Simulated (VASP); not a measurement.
Here is a VASP 6.6.1 calculation.

Contents of INCAR:

```
ALGO = Fast
EDIFF = 1E-6
ENCUT = 520
GGA = PS
ISIF = 2
ISMEAR = 0
LASPH = T
LCHARG = F
LREAL = F
LWAVE = F
NBANDS = 21
NELM = 60
PREC = Accurate
SIGMA = 0.15
```

The input KPOINTS:

```
k-points
0
Gamma
  18 18 10
```

The input POSCAR:

```
Ru
1.0
    2.6539119460      0.0000000000      0.0000000000
   -1.3269559730      2.2983551647      0.0000000000
    0.0000000000      0.0000000000      4.2523798378
Ru
2
Direct
    0.3133061610      0.6266123220      0.2500000000
    0.6866938390      0.3733876780      0.7500000000
```

Potentials or basis: VASP PAW PBE potentials, release 64 (Ru_pv).

Command:

```console
$ cat potpaw_PBE.64/Ru_pv/POTCAR > POTCAR
$ mpirun -np 1 vasp_std > vasp.out
```

(1) Predict the pressure.

(2) Predict the band gap on the k mesh.

## Answers

(1) 11.5 GPa.

(2) zero (bands 14 and 15 overlap by 3.43 eV).

Caveat: the cell differs from its parent crystal (atoms displaced along a vibrational mode, the cell strained); the cell stands under pressure; the PAW data sets were made with another functional, which shifts forces and pressure a little.
